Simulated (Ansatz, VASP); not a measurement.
**One calculation of Li4LuAl2, two programs**

```
Li Lu Al
1.0
     0.00000    3.30916    3.30916
     3.30916    0.00000    3.30916
     3.30916    3.30916    0.00000
Li Lu Al
4 1 2
Direct
  0.13568 0.13568 0.13568
  0.13568 0.13568 0.59295
  0.13568 0.59295 0.13568
  0.59295 0.13568 0.13568
  0.75000 0.75000 0.75000
  0.50000 0.50000 0.50000
  0.00000 0.00000 0.00000
```

Alike in both runs: task relaxation of cell and atoms; functional PBE; k mesh 4 × 4 × 4; occupations gaussian, width 0.1 eV; no spin polarisation.

|  | VASP | Ansatz |
| --- | --- | --- |
| version | VASP 6.6.1 | Ansatz 0.2.0 |
| potentials or method | VASP PAW PBE potentials, release 64 (Li_sv, Lu, Al), cutoff 600 eV | scalar-relativistic, plane waves, PAW |
| valence electrons in the cell | 43 | 43 |

Ansatz gave:

* gap on the k mesh at the Fermi level, each at its own relaxed structure (eV): none
* relaxed volume (Å³/atom): 21.48
* relaxed length of the cell vector where the two differ most in proportion (Å): 5.969

Task: What did VASP give for the same quantities?

Result: gap on the k mesh at the Fermi level, each at its own relaxed structure (eV): none; relaxed volume (Å³/atom): 19.26; relaxed length of the cell vector where the two differ most in proportion (Å): 5.755.

A gap of «none» marks a metal or a gap that the smearing closes. One of these differences is far larger than is usual between the two programs; its cause wasn't traced.

The k mesh is coarse, so the values compare programs but aren't converged. Spin-orbit coupling is off throughout. Noted on VASP's run: the cutoff is under 1.25 times that of the potentials, so the pressure is a little rough; the volume moved by over 15 % at a fixed basis, so the end points are rough.
